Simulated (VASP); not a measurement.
Input of a VASP 6.6.1 run:

File INCAR:

```
PREC = Accurate ; ENCUT = 520
EDIFF = 1E-6 ; ISMEAR = -1
SIGMA = 0.05 ; LREAL = F
LASPH = T ; NELM = 80
ALGO = Normal ; ISIF = 2
LWAVE = F ; LCHARG = F
GGA = PS ; NBANDS = 11
```

KPOINTS

```
Automatic mesh
0
Gamma
  16 16 16
```

File POSCAR:

```
Hf
1.0
    0.0000000000      2.0334190023      2.0334190023
    2.0334190023      0.0000000000      2.0334190023
    2.0334190023      2.0334190023      0.0000000000
Hf
1
Direct
    0.0000000000      0.0000000000      0.0000000000
```

Potentials or basis: VASP PAW PBE potentials, release 64 (Hf_pv).

Run with:

```console
$ cat potpaw_PBE.64/Hf_pv/POTCAR > POTCAR
$ mpirun -np 1 vasp_std > vasp.out
```

**Question.** Estimate the band gap on the k mesh.

**Answer.** Zero (band 5 reaches 8.16 eV, above the bottom of band 6 at 6.10 eV).

**Question.** Predict the pressure.

**Answer.** 40.2 GPa.

Caveat: the PAW data sets were made with another functional, which shifts forces and pressure a little; spin-orbit coupling is left out, which moves the levels of the heavy elements.
